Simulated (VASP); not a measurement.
Write the native input for VASP 6.6.1 that does the following.

* Task: single point
* Functional: PBE
* Potentials or basis: VASP PAW PBE potentials, release 64 (Ba_sv, C)
* Cutoff: 520 eV
* k mesh: 4 × 4 × 1
* Occupations: gaussian, width 0.1 eV
* Spin: no spin polarisation
* Dipole correction: yes
* Further INCAR settings: ALGO = Normal; EDIFF = 1e-06; NBANDS = 19

The structure of Ba2C lies in POSCAR:

```
Ba2C
1.0
    4.0916300000      0.0000000000      0.0000000000
    0.0000000000      4.0916300000      0.0000000000
    0.0000000000      0.0000000000     18.0000000000
Ba C
2 1
Direct
    0.0000000000      0.0000000000      0.4127374800
    0.0000000000      0.0000000000      0.5872625200
    0.5000000000      0.5000000000      0.5000000000
```

The cell was built from a structure type or drawn by symmetry, and may not be a known phase.

One way to write it, as run:

INCAR

```
ALGO     = Normal         # electronic algorithm
DIPOL    = 0.5 0.5 0.500
EDIFF    = 1E-6           # SCF threshold, eV
ENCUT    = 520            # plane-wave cutoff, eV
GGA      = PE             # functional
IDIPOL   = 3            
ISIF     = 2              # what is computed and relaxed
ISMEAR   = 0              # smearing method
LASPH    = T              # aspherical terms in the spheres
LCHARG   = F              # write CHGCAR
LDIPOL   = T            
LREAL    = F              # projectors in reciprocal space
LWAVE    = F              # write WAVECAR
NBANDS   = 19             # bands
NELM     = 100            # most SCF steps
PREC     = Accurate       # precision mode
SIGMA    = 0.1            # smearing width, eV
```

KPOINTS

```
k-points
0
Gamma
  4 4 1
```

Potentials or basis: VASP PAW PBE potentials, release 64 (Ba_sv, C).

Launch:

```sh
$ cat potpaw_PBE.64/Ba_sv/POTCAR potpaw_PBE.64/C/POTCAR > POTCAR
$ mpirun -np 1 vasp_std > vasp.out
```

It gave:

```
Largest force          : 0.150 eV/Å
Band gap on the k mesh : zero (bands 12 and 13 overlap by 0.07 eV)
```

Caveat: the k points lie up to 0.38 Å⁻¹ apart; spin-orbit coupling is left out, which moves the levels of the heavy elements.

It took 76 s on 1 thread of Intel(R) Xeon(R) Platinum 8375C CPU @ 2.90GHz (Ice Lake) (shared host), peak memory 0.34 GiB.
